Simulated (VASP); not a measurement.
# C (P6_3mc) in VASP: single point with PBEsol

Aim: the single point of C with PBEsol.

All numbers are computed with VASP 6.6.1; they aren't measurements. Logs are shortened: lines on timing, memory, paths and dates and some standing lists are left out, and cuts for length are marked.

## 1. The cell of the first run

It takes space group P6_3mc (No. 186, hexagonal). Conventional cell: a = 2.456 Å, b = 2.456 Å, c = 29.492 Å, α = 90.00°, β = 90.00°, γ = 120.00°. C (site symmetry 3m) has 3 C at 1.42 Å within 1.9 Å. Within 1.9 Å of C (site symmetry 3m) lie 3 C at 1.42 Å. Within 1.9 Å of C (site symmetry 3m) lie 3 C at 1.42 Å. Within 1.9 Å of C (site symmetry 3m) lie 3 C at 1.42 Å. C (site symmetry 3m) has 3 C at 1.42 Å within 1.9 Å. Within 1.9 Å of C (site symmetry 3m) lie 3 C at 1.42 Å.

## 2. Single point, PBEsol

Contents of INCAR:

```
SYSTEM = C
PREC = Accurate
ENCUT = 600
EDIFF = 1E-6
ISMEAR = 0
SIGMA = 0.05
LREAL = .FALSE.
LASPH = .TRUE.
NELM = 120
ALGO = Normal
ISIF = 2
LWAVE = .FALSE.
LCHARG = .FALSE.
GGA = PS
NBANDS = 36
GGA_COMPAT = .FALSE.
```

Contents of KPOINTS:

```
regular mesh
0
G
  18 18 2
  0 0 0
```

Contents of POSCAR:

```
C
1.0
    2.4562499600      0.0000000000      0.0000000000
   -1.2281249800      2.1271748600      0.0000000000
    0.0000000000      0.0000000000     29.4918787000
C
12
Direct
    0.6666666700      0.3333333300      0.9983718000
    0.6666666700      0.3333333300      0.4983719100
    0.6666666700      0.3333333300      0.7327879500
    0.6666666700      0.3333333300      0.2327903300
    0.0000000000      0.0000000000      0.6158379900
    0.3333333300      0.6666666700      0.2327879500
    0.0000000000      0.0000000000      0.1158379900
    0.6666666700      0.3333333300      0.6158400100
    0.3333333300      0.6666666700      0.7327903300
    0.3333333300      0.6666666700      0.1158400100
    0.3333333300      0.6666666700      0.4983718000
    0.3333333300      0.6666666700      0.9983719100
```

Potentials or basis: VASP PAW PBE potentials, release 64 (C).

Started as:

```console
> cat potpaw_PBE.64/C/POTCAR > POTCAR
> mpirun -np 1 vasp_std > vasp.out
```

OUTCAR:

```text
SYSTEM = C
   PREC = Accurate
   ENCUT = 600
   EDIFF = 1E-6
   ISMEAR = 0
   LREAL = .FALSE.
   LASPH = .TRUE.
   NELM = 120
   ISIF = 2
   GGA = PS

 ion  position               nearest neighbor table
   1  0.667  0.333  0.998-  12 1.42  12 1.42  12 1.42
   2  0.667  0.333  0.498-  11 1.42  11 1.42  11 1.42
   3  0.667  0.333  0.733-   9 1.42   9 1.42   9 1.42
   4  0.667  0.333  0.233-   6 1.42   6 1.42   6 1.42
   5  0.000  0.000  0.616-   8 1.42   8 1.42   8 1.42
   6  0.333  0.667  0.233-   4 1.42   4 1.42   4 1.42
   7  0.000  0.000  0.116-  10 1.42  10 1.42  10 1.42
   8  0.667  0.333  0.616-   5 1.42   5 1.42   5 1.42
   9  0.333  0.667  0.733-   3 1.42   3 1.42   3 1.42
  10  0.333  0.667  0.116-   7 1.42   7 1.42   7 1.42
  11  0.333  0.667  0.498-   2 1.42   2 1.42   2 1.42
  12  0.333  0.667  0.998-   1 1.42   1 1.42   1 1.42

  LATTYP: Found a hexagonal cell.
 ALAT       =     2.4562499600
 C/A-ratio  =    12.0068719309

  Lattice vectors:

 A1 = (   2.4562499600,   0.0000000000,   0.0000000000)
 A2 = (  -1.2281249800,   2.1271748600,   0.0000000000)
 A3 = (   0.0000000000,   0.0000000000,  29.4918787000)

Analysis of symmetry for initial positions (statically):
=====================================================================
 Subroutine PRICEL returns:
 Original cell was already a primitive cell.

 Routine SETGRP: Setting up the symmetry group for a
 hexagonal supercell.

 Subroutine GETGRP returns: Found 12 space group operations
 (whereof  6 operations were pure point group operations)
 out of a pool of 24 trial point group operations.

The static configuration has the point symmetry C_3v.
 The point group associated with its full space group is C_6v.

Analysis of symmetry for dynamics (positions and initial velocities):
=====================================================================
 Subroutine PRICEL returns:
 Original cell was already a primitive cell.

 Routine SETGRP: Setting up the symmetry group for a
 hexagonal supercell.

 Subroutine GETGRP returns: Found 12 space group operations
 (whereof  6 operations were pure point group operations)
 out of a pool of 24 trial point group operations.

The dynamic configuration has the point symmetry C_3v.
 The point group associated with its full space group is C_6v.

 Subroutine INISYM returns: Found 12 space group operations
[... 126 lines left out ...]
   TEBEG  =    0.0;   TEEND  =   0.0 temperature during run
   PSTRESS=    0.0 pullay stress
   NELECT =      48.0000    total number of electrons
   NUPDOWN=      -1.0000    fix difference up-down
   EMIN   =  10.00;   EMAX   =-10.00  energy-range for DOS
   EFERMI =   0.00;   METHOD = LEGACY
   ISMEAR =     0;   SIGMA  =   0.05  broadening in eV -4-tet -1-fermi 0-gaus
   EFERMI_NEDOS =   21; number of points for ismear=-14 and -15
   IALGO  =     38    algorithm
   IMIX   =      4    mixing-type and parameters
     AMIX     =   0.40;   BMIX     =  1.00
     AMIX_MAG =   1.60;   BMIX_MAG =  1.00
  volume/ion in A,a.u.               =      12.84        86.65
  Fermi-wavevector in a.u.,A,eV,Ry     =   1.109760  2.097143 16.756498  1.231568
  Thomas-Fermi vector in A             =   2.246304
   LORBIT       =      0    0 simple, 1 ext, 2 COOP (PROOUT), +10 PAW based schemes
   GGA     = PS    functional components
   LHFCALC =     F    Hartree Fock is set to
   AEXX    =    0.0000 exact exchange contribution
   IVDW    =     0    specifies the selected vdW correction
   LEPSILON=     F    determine dielectric tensor
   LRPA    =     F    only Hartree local field effects (RPA)
 non-spin polarized calculation
 Gauss-broadening in eV      SIGMA  =   0.05
  energy-cutoff  :      600.00
  volume of cell :      154.09
 maximum number of plane-waves:      5229
 NGX is ok and might be reduce to    20
   NGX =  9   NGY =  9   NGZ =117

 number of electron      47.9999997 magnetization

 Free energy of the ion-electron system (eV)
  ---------------------------------------------------
  ext. energy  EPLUGINS =         0.00000000
  ---------------------------------------------------
  free energy    TOTEN  =      -115.74042068 eV

  energy without entropy =     -115.73904164  energy(sigma->0) =     -115.73973116

 E-fermi :   1.8264     XC(G=0):  -7.7226

 val. band max:        1.8225042958   @ k =   0.3333   0.3333   0.0000
 cond. band min:       1.8267819228   @ k =   0.3333   0.3333   0.5000
 fundamental gap:      0.0042776270
 Fermi energy:         1.8264275353

 k-point     1 :       0.0000    0.0000    0.0000
  band No.  band energies     occupation
      1     -17.8184      2.00000
      2     -17.8184      2.00000
      3     -17.7381      2.00000
      4     -17.7380      2.00000
      5     -17.6460      2.00000
      6     -17.6460      2.00000
[... 925 lines left out ...]
     35      10.7050      0.00000
     36      10.7056      0.00000

 [... further k-points ...]

------------------------ aborting loop because EDIFF is reached ----------------------------------------

  FORCE on cell =-STRESS in cart. coord.  units (eV):
  Direction    XX          YY          ZZ          XY          YZ          ZX
  --------------------------------------------------------------------------------------
  -------------------------------------------------------------------------------------
  Total        1.2184181      1.2184181      0.0787253     -0.0000000      0.0000000     -0.0000000
  in kB       12.6686035     12.6686035      0.8185524     -0.0000000      0.0000000     -0.0000000
  external PRESSURE =       8.7185864 kB  Pullay stress =       0.0000000 kB

 VOLUME and BASIS-vectors are now :
 -----------------------------------------------------------------------------
  energy-cutoff  :      600.00
  volume of cell :      154.09
      direct lattice vectors                 reciprocal lattice vectors
     2.456249960  0.000000000  0.000000000     0.407124689  0.235053549  0.000000000
    -1.228124980  2.127174860  0.000000000     0.000000000  0.470107098  0.000000000
     0.000000000  0.000000000 29.491878700     0.000000000  0.000000000  0.033907640

 POSITION                                       TOTAL-FORCE (eV/Angst)
 -----------------------------------------------------------------------------------
      1.22812      0.70906     29.44386        -0.000000      0.000000     -0.015378
      1.22812      0.70906     14.69792         0.000000      0.000000     -0.004422
      1.22812      0.70906     21.61129         0.000000      0.000000      0.006524
      1.22812      0.70906      6.86542         0.000000     -0.000000      0.015879
      0.00000      0.00000     18.16222        -0.000000      0.000000     -0.000621
     -0.00000      1.41812      6.86535        -0.000000      0.000000      0.006524
      0.00000      0.00000      3.41628        -0.000000     -0.000000     -0.000621
      1.22812      0.70906     18.16228         0.000000      0.000000     -0.001983
     -0.00000      1.41812     21.61136        -0.000000      0.000000      0.015879
     -0.00000      1.41812      3.41634        -0.000000     -0.000000     -0.001983
     -0.00000      1.41812     14.69792         0.000000      0.000000     -0.015378
     -0.00000      1.41812     29.44386        -0.000000      0.000000     -0.004422
 -----------------------------------------------------------------------------------
    total drift:                               -0.000000     -0.000000      0.000113

  FREE ENERGIE OF THE ION-ELECTRON SYSTEM (eV)
  ---------------------------------------------------
  free  energy   TOTEN  =      -115.7404206850 eV

  energy  without entropy=     -115.7390416403  energy(sigma->0) =     -115.73973116
```

stdout:

```text
POSCAR found type information on POSCAR C
 POSCAR found :  1 types and      12 ions
 scaLAPACK will be used
 -----------------------------------------------------------------------------
|                                                                             |
|                                                                             |
|     You enforced a specific xc type in the INCAR file but a different       |
|     I HOPE YOU KNOW WHAT YOU ARE DOING!                                     |
|                                                                             |
 -----------------------------------------------------------------------------

 LDA part: xc-table for (Slater+PW92), standard interpolation
 POSCAR, INCAR and KPOINTS ok, starting setup
 FFT: planning ... GRIDC
 FFT: planning ... GRID_SOFT
 FFT: planning ... GRID
 WAVECAR not read
 entering main loop
```

Run time: 11 min. Hardware: 1 thread of Intel Xeon 6975P-C, shared host; peak memory 0.51 GiB.

Results:

- Free energy: -115.7404 eV
- Pressure: 0.9 GPa
- Largest force: 0.016 eV/Å
- Band gap on the k mesh: 0.00 eV, direct

Forces on the atoms (eV/Å):
```
C    0.000  0.000 -0.015
C    0.000  0.000 -0.004
C    0.000  0.000  0.007
C    0.000  0.000  0.016
C    0.000  0.000 -0.001
C    0.000  0.000  0.007
C    0.000  0.000 -0.001
C    0.000  0.000 -0.002
C    0.000  0.000  0.016
C    0.000  0.000 -0.002
C    0.000  0.000 -0.015
C    0.000  0.000 -0.004
```

Levels at points of the mesh, in eV from the valence-band top:
```csv
k point,band 22,band 23,band 24,band 25,band 26,band 27
"(0.00, 0.00, 0.00)",-2.97,-2.97,-2.97,3.22,3.41,3.93
"(0.50, 0.00, 0.00)",-2.38,-2.19,-2.19,1.49,1.49,1.65
"(0.00, 0.00, 0.50)",-2.97,-2.97,-2.97,3.30,3.30,4.21
"(0.50, 0.00, 0.50)",-2.38,-2.19,-2.19,1.49,1.49,1.65
```

Caveat: the PAW data sets were made with another functional, which shifts forces and pressure a little.
